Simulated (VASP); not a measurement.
# Ag (I4/mmm) in VASP: notebook

Runs on Ag. Level: PBEsol. Tasks: single point.

Program: VASP 6.6.1. These are calculated values, not measurements. Logs are shortened: lines on timing, memory, paths and dates and some standing lists are left out, and cuts for length are marked.

## Step 1: The cell of the first run

It takes space group I4/mmm (No. 139, tetragonal). Conventional cell: a = 2.803 Å, b = 2.803 Å, c = 4.025 Å, α = 90.00°, β = 90.00°, γ = 90.00°. Ag (site symmetry 4/mmm) has 12 Ag at 2.80 to 2.82 Å within 3.7 Å.

## Step 2: Single point, PBEsol (strain -0.030 along x and y, -0.015 along z)

INCAR

```
SYSTEM = Ag
ALGO = Normal
EDIFF = 1E-7
ENCUT = 520
GGA = PS
ISIF = 2
ISMEAR = 0
LASPH = .True.
LCHARG = .True.
LELF = .True.
LREAL = .False.
LVHAR = .True.
LWAVE = .False.
NBANDS = 12
NELM = 60
PREC = Accurate
SIGMA = 0.15
```

KPOINTS

```
k-points
0
Gamma
  20 20 20
  0 0 0
```

POSCAR

```
Ag
1.0
    0.0000000000      1.9818070000      2.0124535000
    1.9818070000      0.0000000000      2.0124535000
    1.9818070000      1.9818070000      0.0000000000
Ag
1
Direct
    0.0000000000      0.0000000000      0.0000000000
```

Potentials or basis: VASP PAW PBE potentials, release 64 (Ag).

Launch:

```console
> cat potpaw_PBE.64/Ag/POTCAR > POTCAR
> mpirun -np 1 vasp_std > vasp.out
```

OUTCAR:

```text
SYSTEM = Ag
   EDIFF = 1E-7
   ENCUT = 520
   GGA = PS
   ISIF = 2
   ISMEAR = 0
   LASPH = .True.
   LREAL = .False.
   NELM = 60
   PREC = Accurate

 ion  position               nearest neighbor table
   1  0.000  0.000  0.000-

  LATTYP: Found a body centered tetragonal cell.
 ALAT       =     2.8026983374
 C/A-ratio  =     1.4360828443

  Lattice vectors:

 A1 = (  -1.9818070000,   0.0000000000,   2.0124535000)
 A2 = (   1.9818070000,   0.0000000000,   2.0124535000)
 A3 = (   0.0000000000,   1.9818070000,  -2.0124535000)

Analysis of symmetry for initial positions (statically):
=====================================================================
 Subroutine PRICEL returns:
 Original cell was already a primitive cell.

 Routine SETGRP: Setting up the symmetry group for a
 body centered tetragonal supercell.

 Subroutine GETGRP returns: Found 16 space group operations
 (whereof 16 operations were pure point group operations)
 out of a pool of 16 trial point group operations.

The static configuration has the point symmetry D_4h.

Analysis of symmetry for dynamics (positions and initial velocities):
=====================================================================
 Subroutine PRICEL returns:
 Original cell was already a primitive cell.

 Routine SETGRP: Setting up the symmetry group for a
 body centered tetragonal supercell.

 Subroutine GETGRP returns: Found 16 space group operations
 (whereof 16 operations were pure point group operations)
 out of a pool of 16 trial point group operations.

The dynamic configuration has the point symmetry D_4h.

 Subroutine INISYM returns: Found 16 space group operations
 (whereof 16 operations are pure point group operations),
 and found     1 'primitive' translations

----------------------------------------------------------------------------------------

                                     Primitive cell

  volume of cell :      15.8081

  direct lattice vectors                    reciprocal lattice vectors
     0.000000000  1.981807000  2.012453500    -0.252295001  0.252295001  0.248452946
     1.981807000  0.000000000  2.012453500     0.252295001 -0.252295001  0.248452946
     1.981807000  1.981807000  0.000000000     0.252295001  0.252295001 -0.248452946

  length of vectors
     2.824451818  2.824451818  2.802698337     0.434780866  0.434780866  0.434780866

  position of ions in fractional coordinates (direct lattice)
     0.000000000  0.000000000  0.000000000

  ion indices of the primitive-cell ions
   primitive index   ion index
                 1           1

----------------------------------------------------------------------------------------

 KPOINTS: k-points

Automatic generation of k-mesh.
 Grid dimensions read from file:
 generate k-points for:   20   20   20

 Generating k-lattice:

  Cartesian coordinates                     Fractional coordinates (reciprocal lattice)
    -0.012614750  0.012614750  0.012422647     0.050000000 -0.000000000  0.000000000
     0.012614750 -0.012614750  0.012422647    -0.000000000  0.050000000  0.000000000
     0.012614750  0.012614750 -0.012422647     0.000000000  0.000000000  0.050000000

  Length of vectors
     0.021739043  0.021739043  0.021739043

  Shift w.r.t. Gamma in fractional coordinates (k-lattice)
     0.000000000  0.000000000  0.000000000

 Subroutine IBZKPT returns following result:
 ===========================================

 Found    641 irreducible k-points:

 Following reciprocal coordinates:
            Coordinates               Weight
  0.000000  0.000000  0.000000      1.000000
  0.050000  0.000000  0.000000      8.000000
  0.100000  0.000000  0.000000      8.000000
  0.150000  0.000000  0.000000      8.000000
  0.200000  0.000000  0.000000      8.000000
  0.250000  0.000000  0.000000      8.000000
[... 16 lines left out ...]
 -0.400000  0.050000  0.000000      8.000000
 -0.350000  0.050000  0.000000      8.000000
 [... further k-points ...]
   k-points           NKPTS =    641   k-points in BZ     NKDIM =    641   number of bands    NBANDS=     12
   number of dos      NEDOS =    301   number of ions     NIONS =      1
   total plane-waves  NPLWV =  13824
   dimension x,y,z NGX =    24 NGY =   24 NGZ =   24
   dimension x,y,z NGXF=    48 NGYF=   48 NGZF=   48
   ions per type =               1
   NGX,Y,Z   is equivalent  to a cutoff of  14.13, 14.13, 14.24 a.u.
   NGXF,Y,Z  is equivalent  to a cutoff of  28.25, 28.25, 28.47 a.u.
 SYSTEM =  Ag
   PREC   = accura    normal or accurate (medium, high low for compatibility)
   ISTART =      0    job   : 0-new  1-cont  2-samecut
   ICHARG =      2    charge: 1-file 2-atom 10-const
   ISPIN  =      1    spin polarized calculation?
   LNONCOLLINEAR =      F non collinear calculations
   LSORBIT =      F    spin-orbit coupling
   LASPH  =      T    aspherical Exc in radial PAW
   ENCUT  =  520.0 eV  38.22 Ry    6.18 a.u.   5.25  5.25  5.21*2*pi/ulx,y,z
   NELM   =     60;   NELMIN=  2; NELMDL= -5     # of ELM steps
   EDIFF  = 0.1E-06   stopping-criterion for ELM
   LREAL  =      F    real-space projection
   EDIFFG = 0.1E-05   stopping-criterion for IOM
   NSW    =      0    number of steps for IOM
   IBRION =     -1    ionic relax: 0-MD 1-quasi-New 2-CG
   NFREE  =      0    steps in history (QN), initial steepest desc. (CG)
   ISIF   =      2    stress and relaxation
   ISYM   =      2    0-nonsym 1-usesym 2-fastsym
   POTIM  = 0.5000    time-step for ionic-motion
   TEBEG  =    0.0;   TEEND  =   0.0 temperature during run
   PSTRESS=    0.0 pullay stress
   NELECT =      11.0000    total number of electrons
   NUPDOWN=      -1.0000    fix difference up-down
   EMIN   =  10.00;   EMAX   =-10.00  energy-range for DOS
   EFERMI =   0.00;   METHOD = LEGACY
   ISMEAR =     0;   SIGMA  =   0.15  broadening in eV -4-tet -1-fermi 0-gaus
   EFERMI_NEDOS =   21; number of points for ismear=-14 and -15
   IALGO  =     38    algorithm
   IMIX   =      4    mixing-type and parameters
     AMIX     =   0.40;   BMIX     =  1.00
     AMIX_MAG =   1.60;   BMIX_MAG =  1.00
  volume/ion in A,a.u.               =      15.81       106.68
  Fermi-wavevector in a.u.,A,eV,Ry     =   1.450706  2.741438 28.634130  2.104549
  Thomas-Fermi vector in A             =   2.568288
   LORBIT       =      0    0 simple, 1 ext, 2 COOP (PROOUT), +10 PAW based schemes
   GGA     = PS    functional components
   LHFCALC =     F    Hartree Fock is set to
   AEXX    =    0.0000 exact exchange contribution
   IVDW    =     0    specifies the selected vdW correction
   LEPSILON=     F    determine dielectric tensor
   LRPA    =     F    only Hartree local field effects (RPA)
 non-spin polarized calculation
 Gauss-broadening in eV      SIGMA  =   0.15
  energy-cutoff  :      520.00
  volume of cell :       15.81
 maximum number of plane-waves:       448
 NGX is ok and might be reduce to    24
   NGX = 11   NGY = 11   NGZ = 11

 number of electron      11.0000001 magnetization

 Free energy of the ion-electron system (eV)
  ---------------------------------------------------
  ext. energy  EPLUGINS =         0.00000000
  ---------------------------------------------------
  free energy    TOTEN  =        -3.29482682 eV

  energy without entropy =       -3.29234660  energy(sigma->0) =       -3.29358671

 E-fermi :   9.3242     XC(G=0): -12.8693

 val. band max:        9.3135416096   @ k =  -0.2500   0.2500   0.1500
 cond. band min:       9.3284004720   @ k =   0.5000   0.1500   0.3500
 fundamental gap:      0.0148588624
 Fermi energy:         9.3241828179

 k-point     1 :       0.0000    0.0000    0.0000
  band No.  band energies     occupation
      1       0.9203      2.00000
      2       4.1938      2.00000
      3       4.3042      2.00000
      4       4.3042      2.00000
      5       5.4038      2.00000
      6       5.5203      2.00000
      7      25.4605      0.00000
      8      29.3085      0.00000
      9      29.5651      0.00000
     10      29.5651      0.00000
     11      34.5002      0.00000
     12      36.0987      0.00000

 k-point     2 :       0.0500    0.0000    0.0000
  band No.  band energies     occupation
      1       1.0038      2.00000
      2       4.1997      2.00000
      3       4.3012      2.00000
      4       4.3291      2.00000
      5       5.3947      2.00000
      6       5.5087      2.00000
      7      25.5031      0.00000
      8      28.7664      0.00000
      9      29.4637      0.00000
     10      29.6192      0.00000
     11      34.7996      0.00000
     12      35.9929      0.00000

 k-point     3 :       0.1000    0.0000    0.0000
  band No.  band energies     occupation
      1       1.2473      2.00000
      2       4.1754      2.00000
      3       4.3367      2.00000
      4       4.3963      2.00000
      5       5.3761      2.00000
      6       5.4816      2.00000
      7      25.5017      0.00000
      8      27.4013      0.00000
      9      29.6007      0.00000
     10      29.7652      0.00000
     11      34.1542      0.00000
     12      35.5984      0.00000
[... 286 lines left out ...]
 k-point    23 :      -0.4000    0.0500    0.0000
  band No.  band energies     occupation
      1       2.5293      2.00000
      2       4.2105      2.00000
      3       4.3648      2.00000
      4       6.0611      2.00000
      5       6.1565      2.00000
      6       7.8410      2.00000
      7      14.8877      0.00000
      8      24.7855      0.00000
      9      27.2995      0.00000
     10      28.7046      0.00000
     11      33.3619      0.00000
     12      33.4205      0.00000

 k-point    24 :      -0.3500    0.0500    0.0000
  band No.  band energies     occupation
      1       2.5850      2.00000
      2       4.2764      2.00000
      3       4.4232      2.00000
      4       5.7383      2.00000
      5       5.9576      2.00000
      6       6.9053      2.00000
      7      16.5662      0.00000
      8      25.0514      0.00000
      9      27.6150      0.00000
     10      29.5190      0.00000
     11      33.1198      0.00000
     12      33.2040      0.00000

 [... further k-points ...]
[... 5 lines left out ...]
  --------------------------------------------------------------------------------------
  -------------------------------------------------------------------------------------
  Total        0.7143620      0.7143620      0.6321858      0.0000000      0.0000000      0.0000000
  in kB       72.4019665     72.4019665     64.0732512      0.0000000      0.0000000      0.0000000
  external PRESSURE =      69.6257281 kB  Pullay stress =       0.0000000 kB

 VOLUME and BASIS-vectors are now :
 -----------------------------------------------------------------------------
  energy-cutoff  :      520.00
  volume of cell :       15.81
      direct lattice vectors                 reciprocal lattice vectors
     0.000000000  1.981807000  2.012453500    -0.252295001  0.252295001  0.248452946
     1.981807000  0.000000000  2.012453500     0.252295001 -0.252295001  0.248452946
     1.981807000  1.981807000  0.000000000     0.252295001  0.252295001 -0.248452946

 POSITION                                       TOTAL-FORCE (eV/Angst)
 -----------------------------------------------------------------------------------
      0.00000      0.00000      0.00000         0.000000      0.000000     -0.000000
 -----------------------------------------------------------------------------------
    total drift:                               -0.000000      0.000000      0.000000

  FREE ENERGIE OF THE ION-ELECTRON SYSTEM (eV)
  ---------------------------------------------------
  free  energy   TOTEN  =        -3.2948268193 eV

  energy  without entropy=       -3.2923465998  energy(sigma->0) =       -3.29358671
```

Run time: 36 s. Hardware: 1 thread of Intel Xeon 6975P-C (Granite Rapids), shared host; peak memory 0.24 GiB.

What came out:

```
Free energy : -3.2948 eV
Pressure    : 7.0 GPa
```

Caveat: the cell differs from its parent crystal (strain -0.030 along x and y, -0.015 along z); the PAW data sets were made with another functional, which shifts forces and pressure a little.

## Step 3: Single point, PBEsol (strain -0.030 along x and y, +0.000 along z)

INCAR

```
SYSTEM = Ag
  PREC = Accurate
  ENCUT = 520
  EDIFF = 1E-6
  ISMEAR = 0
  SIGMA = 0.15
  LREAL = .FALSE.
  LASPH = .TRUE.
  NELM = 100
  ALGO = Normal
  ISIF = 2
  LWAVE = .FALSE.
  LCHARG = .FALSE.
  GGA = PS
  NBANDS = 12
```

KPOINTS

```
Automatic mesh
0
G
  20 20 20
  0 0 0
```

POSCAR

```
Ag
1.0
    0.0000000000      1.9818070000      2.0431000000
    1.9818070000      0.0000000000      2.0431000000
    1.9818070000      1.9818070000      0.0000000000
Ag
1
Direct
    0.0000000000      0.0000000000      0.0000000000
```

Potentials or basis: VASP PAW PBE potentials, release 64 (Ag).

Launch:

```console
> cat potpaw_PBE.64/Ag/POTCAR > POTCAR
> mpirun -np 1 vasp_std > vasp.out
```

OUTCAR:

```text
SYSTEM = Ag
   PREC = Accurate
   ENCUT = 520
   EDIFF = 1E-6
   ISMEAR = 0
   LREAL = .FALSE.
   LASPH = .TRUE.
   NELM = 100
   ISIF = 2
   GGA = PS

 ion  position               nearest neighbor table
   1  0.000  0.000  0.000-

  LATTYP: Found a body centered tetragonal cell.
 ALAT       =     2.8026983374
 C/A-ratio  =     1.4579521262

  Lattice vectors:

 A1 = (  -1.9818070000,   0.0000000000,   2.0431000000)
 A2 = (   1.9818070000,   0.0000000000,   2.0431000000)
 A3 = (   0.0000000000,   1.9818070000,  -2.0431000000)

[... 531 lines left out ...]
      5       5.7414      2.00000
      6       6.7229      2.00000
      7      16.2203      0.00000
      8      24.6642      0.00000
      9      27.2261      0.00000
     10      29.2744      0.00000
     11      32.6153      0.00000
     12      32.9360      0.00000

 [... further k-points ...]
[... 5 lines left out ...]
  --------------------------------------------------------------------------------------
  -------------------------------------------------------------------------------------
  Total        0.5256525      0.5256525      0.3621970      0.0000000      0.0000000      0.0000000
  in kB       52.4767518     52.4767518     36.1587230      0.0000000      0.0000000      0.0000000
  external PRESSURE =      47.0374089 kB  Pullay stress =       0.0000000 kB

 VOLUME and BASIS-vectors are now :
 -----------------------------------------------------------------------------
  energy-cutoff  :      520.00
  volume of cell :       16.05
      direct lattice vectors                 reciprocal lattice vectors
     0.000000000  1.981807000  2.043100000    -0.252295001  0.252295001  0.244726151
     1.981807000  0.000000000  2.043100000     0.252295001 -0.252295001  0.244726151
     1.981807000  1.981807000  0.000000000     0.252295001  0.252295001 -0.244726151

 POSITION                                       TOTAL-FORCE (eV/Angst)
 -----------------------------------------------------------------------------------
      0.00000      0.00000      0.00000        -0.000000      0.000000      0.000000
 -----------------------------------------------------------------------------------
    total drift:                               -0.000000      0.000000     -0.000000

  FREE ENERGIE OF THE ION-ELECTRON SYSTEM (eV)
  ---------------------------------------------------
  free  energy   TOTEN  =        -3.3025115823 eV

  energy  without entropy=       -3.2999901998  energy(sigma->0) =       -3.30125089
```

It took 34 s on 1 thread of Intel Xeon 6975P-C (Granite Rapids), shared host; peak memory 0.24 GiB.

Results:

- Free energy: -3.3025 eV
- Pressure: 4.7 GPa

Stress tensor (GPa, compression positive):
```
5.25 0.00 0.00
0.00 5.25 0.00
0.00 0.00 3.62
```

Caveat: the cell differs from its parent crystal (strain -0.030 along x and y, +0.000 along z); the PAW data sets were made with another functional, which shifts forces and pressure a little.
